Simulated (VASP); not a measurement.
# Al2Cu (I4/mcm) in VASP: notebook

The runs below take Al2Cu through single point, with PBE.

All numbers are computed with VASP 6.6.1; they aren't measurements. Logs are shortened: lines on timing, memory, paths and dates and some standing lists are left out, and cuts for length are marked.

## 1. The cell of the first run

Symmetry: I4/mcm, No. 140, tetragonal system. The conventional cell has a = 5.871 Å, b = 5.871 Å, c = 5.030 Å, α = 90.00°, β = 90.00°, γ = 90.00°. Al (site symmetry m2m) has 4 Cu at 2.54 Å and 11 Al at 2.64 to 3.13 Å within 3.4 Å. Within 3.3 Å of Cu (site symmetry 422) lie 2 Cu at 2.51 Å and 8 Al at 2.54 Å.

## 2. Single point, PBE (strain -0.030 along x and y, +0.030 along z)

Input file INCAR:

```
  PREC = Accurate
  ENCUT = 520
  EDIFF = 1E-6
  ISMEAR = 0
  SIGMA = 0.15
  LREAL = False
  LASPH = True
  NELM = 100
  ALGO = Fast
  ISIF = 2
  LWAVE = False
  LCHARG = True
  GGA = PE
  LELF = True
  LVHAR = True
  NBANDS = 26
```

Input file KPOINTS:

```
Automatic mesh
0
Gamma
  12 12 12
```

Input file POSCAR:

```
Al2Cu
1.0
   -2.9354032152      2.9354032152      2.5148659737
    2.9354032152     -2.9354032152      2.5148659737
    2.9354032152      2.9354032152     -2.5148659737
Al Cu
4 2
Direct
    0.1587211842      0.6587211842      0.8174423684
    0.6587211842      0.8412788158      0.5000000000
    0.8412788158      0.3412788158      0.1825576316
    0.3412788158      0.1587211842      0.5000000000
    0.7500000000      0.7500000000      0.0000000000
    0.2500000000      0.2500000000      0.0000000000
```

Potentials or basis: VASP PAW PBE potentials, release 64 (Al, Cu).

Started as:

```bash
$ cat potpaw_PBE.64/Al/POTCAR potpaw_PBE.64/Cu/POTCAR > POTCAR
$ mpirun -np 1 vasp_std > vasp.out
```

OUTCAR:

```text
PREC = Accurate
   ENCUT = 520
   EDIFF = 1E-6
   ISMEAR = 0
   LREAL = False
   LASPH = True
   NELM = 100
   ISIF = 2
   GGA = PE

 ion  position               nearest neighbor table
   1  0.159  0.659  0.817-   5 2.54   6 2.54   5 2.54   6 2.54   3 2.64   3 2.94   3 2.94   2 3.12
                             4 3.12   4 3.12   2 3.12   2 3.13   4 3.13   4 3.13   2 3.13
   2  0.659  0.841  0.500-   6 2.54   5 2.54   5 2.54   6 2.54   4 2.64   4 2.94   4 2.94   3 3.12
                             1 3.12   3 3.12   1 3.12   1 3.13   3 3.13   3 3.13   1 3.13
   3  0.841  0.341  0.183-   5 2.54   6 2.54   5 2.54   6 2.54   1 2.64   1 2.94   1 2.94   4 3.12
                             2 3.12   4 3.12   2 3.12   4 3.13   2 3.13   4 3.13   2 3.13
   4  0.341  0.159  0.500-   5 2.54   6 2.54   6 2.54   5 2.54   2 2.64   2 2.94   2 2.94   3 3.12
                             1 3.12   3 3.12   1 3.12   1 3.13   3 3.13   1 3.13   3 3.13
   5  0.750  0.750  0.000-   6 2.51   6 2.51   1 2.54   3 2.54   3 2.54   4 2.54   2 2.54   4 2.54
                             1 2.54   2 2.54
   6  0.250  0.250  0.000-   5 2.51   5 2.51   1 2.54   3 2.54   4 2.54   3 2.54   4 2.54   1 2.54
                             2 2.54   2 2.54

  LATTYP: Found a body centered tetragonal cell.
 ALAT       =     5.8708064304
 C/A-ratio  =     0.8567361242

  Lattice vectors:

 A1 = (  -2.9354032152,   2.9354032152,   2.5148659737)
 A2 = (   2.9354032152,  -2.9354032152,   2.5148659737)
 A3 = (   2.9354032152,   2.9354032152,  -2.5148659737)

Analysis of symmetry for initial positions (statically):
=====================================================================
 Subroutine PRICEL returns:
 Original cell was already a primitive cell.

 Routine SETGRP: Setting up the symmetry group for a
 body centered tetragonal supercell.

 Subroutine GETGRP returns: Found 16 space group operations
 (whereof  8 operations were pure point group operations)
 out of a pool of 16 trial point group operations.

The static configuration has the point symmetry C_4h.
 The point group associated with its full space group is D_4h.

Analysis of symmetry for dynamics (positions and initial velocities):
=====================================================================
 Subroutine PRICEL returns:
 Original cell was already a primitive cell.

 Routine SETGRP: Setting up the symmetry group for a
 body centered tetragonal supercell.

 Subroutine GETGRP returns: Found 16 space group operations
 (whereof  8 operations were pure point group operations)
 out of a pool of 16 trial point group operations.

The dynamic configuration has the point symmetry C_4h.
 The point group associated with its full space group is D_4h.

[... 106 lines left out ...]
   EDIFF  = 0.1E-05   stopping-criterion for ELM
   LREAL  =      F    real-space projection
[... 7 lines left out ...]
   TEBEG  =    0.0;   TEEND  =   0.0 temperature during run
   PSTRESS=    0.0 pullay stress
   NELECT =      34.0000    total number of electrons
   NUPDOWN=      -1.0000    fix difference up-down
   EMIN   =  10.00;   EMAX   =-10.00  energy-range for DOS
   EFERMI =   0.00;   METHOD = LEGACY
   ISMEAR =     0;   SIGMA  =   0.15  broadening in eV -4-tet -1-fermi 0-gaus
   EFERMI_NEDOS =   21; number of points for ismear=-14 and -15
   IALGO  =     68    algorithm
   IMIX   =      4    mixing-type and parameters
     AMIX     =   0.40;   BMIX     =  1.00
     AMIX_MAG =   1.60;   BMIX_MAG =  1.00
  volume/ion in A,a.u.               =      14.45        97.49
  Fermi-wavevector in a.u.,A,eV,Ry     =   1.198389  2.264626 19.539807  1.436135
  Thomas-Fermi vector in A             =   2.334279
   LORBIT       =      0    0 simple, 1 ext, 2 COOP (PROOUT), +10 PAW based schemes
   GGA     = PE    functional components
   LHFCALC =     F    Hartree Fock is set to
   AEXX    =    0.0000 exact exchange contribution
   IVDW    =     0    specifies the selected vdW correction
   LEPSILON=     F    determine dielectric tensor
   LRPA    =     F    only Hartree local field effects (RPA)
 non-spin polarized calculation
 RMM-DIIS sequential band-by-band and
 Gauss-broadening in eV      SIGMA  =   0.15
  energy-cutoff  :      520.00
  volume of cell :       86.68
 maximum number of plane-waves:      2390
   NGX = 19   NGY = 19   NGZ = 19

 number of electron      33.9999996 magnetization

 Free energy of the ion-electron system (eV)
  ---------------------------------------------------
  ext. energy  EPLUGINS =         0.00000000
  ---------------------------------------------------
  free energy    TOTEN  =       -23.27050847 eV

  energy without entropy =      -23.24628880  energy(sigma->0) =      -23.25839864

 E-fermi :   8.2749     XC(G=0): -10.9877

 val. band max:        8.2538982293   @ k =  -0.0833  -0.2500   0.0833
 cond. band min:       8.2756046916   @ k =  -0.4167   0.1667  -0.0000
 fundamental gap:      0.0217064623
 Fermi energy:         8.2748607880

 k-point     1 :       0.0000    0.0000    0.0000
  band No.  band energies     occupation
      1      -2.6502      2.00000
      2       2.9629      2.00000
      3       3.0332      2.00000
      4       3.0332      2.00000
      5       3.2431      2.00000
      6       4.0336      2.00000
[... 685 lines left out ...]
     25      14.4788      0.00000
     26      15.3678      0.00000

 [... further k-points ...]

------------------------ aborting loop because EDIFF is reached ----------------------------------------

  FORCE on cell =-STRESS in cart. coord.  units (eV):
  Direction    XX          YY          ZZ          XY          YZ          ZX
  --------------------------------------------------------------------------------------
  -------------------------------------------------------------------------------------
  Total        3.7185164      3.7185164     -0.2113748      0.0000000      0.0000000      0.0000000
  in kB       68.7337301     68.7337301     -3.9070901      0.0000000      0.0000000      0.0000000
  external PRESSURE =      44.5201234 kB  Pullay stress =       0.0000000 kB

 VOLUME and BASIS-vectors are now :
 -----------------------------------------------------------------------------
  energy-cutoff  :      520.00
  volume of cell :       86.68
      direct lattice vectors                 reciprocal lattice vectors
    -2.935403215  2.935403215  2.514865974     0.000000000  0.170334350  0.198817752
     2.935403215 -2.935403215  2.514865974     0.170334350  0.000000000  0.198817752
     2.935403215  2.935403215 -2.514865974     0.170334350  0.170334350  0.000000000

 POSITION                                       TOTAL-FORCE (eV/Angst)
 -----------------------------------------------------------------------------------
      3.86722      0.93182     -0.00000         0.117452      0.117452      0.000000
      2.00358      0.93182      2.51487        -0.117452      0.117452     -0.000000
     -0.93182      2.00358      2.51487        -0.117452     -0.117452     -0.000000
      0.93182      2.00358      0.00000         0.117452     -0.117452      0.000000
      0.00000      0.00000      3.77230         0.000000     -0.000000      0.000000
      0.00000      0.00000      1.25743         0.000000     -0.000000      0.000000
 -----------------------------------------------------------------------------------
    total drift:                                0.000000     -0.000000      0.000000

  FREE ENERGIE OF THE ION-ELECTRON SYSTEM (eV)
  ---------------------------------------------------
  free  energy   TOTEN  =       -23.2705084730 eV

  energy  without entropy=      -23.2462888023  energy(sigma->0) =      -23.25839864
```

stdout:

```text
POSCAR found type information on POSCAR AlCu
 POSCAR found :  2 types and       6 ions
 scaLAPACK will be used
 LDA part: xc-table for (Slater+PW92), standard interpolation
 POSCAR, INCAR and KPOINTS ok, starting setup
 FFT: planning ... GRIDC
 FFT: planning ... GRID_SOFT
 FFT: planning ... GRID
 WAVECAR not read
 entering main loop
```

Wall time 6.4 min (1 thread of Intel Xeon Platinum 8259CL at 2.50GHz (Skylake/Cascade Lake), shared host); peak memory 0.43 GiB.

What came out:

* Free energy: -23.2705 eV
* Pressure: 4.5 GPa
* Largest force: 0.166 eV/Å
* Band gap on the k mesh: zero (bands 17 and 18 overlap by 3.88 eV)

Forces on the atoms (eV/Å):
```
Al   0.117  0.117  0.000
Al  -0.117  0.117  0.000
Al  -0.117 -0.117  0.000
Al   0.117 -0.117  0.000
Cu   0.000  0.000  0.000
Cu   0.000  0.000  0.000
```

Stress tensor (GPa, compression positive):
```
 6.87  0.00  0.00
 0.00  6.87  0.00
 0.00  0.00 -0.39
```

Caveat: the cell differs from its parent crystal (strain -0.030 along x and y, +0.030 along z); the stress differs along the axes, from -0 to 7 GPa.

[end of part 1 of 2]

The gap in the log of VASP goes by the Fermi energy; the results here count the filled bands.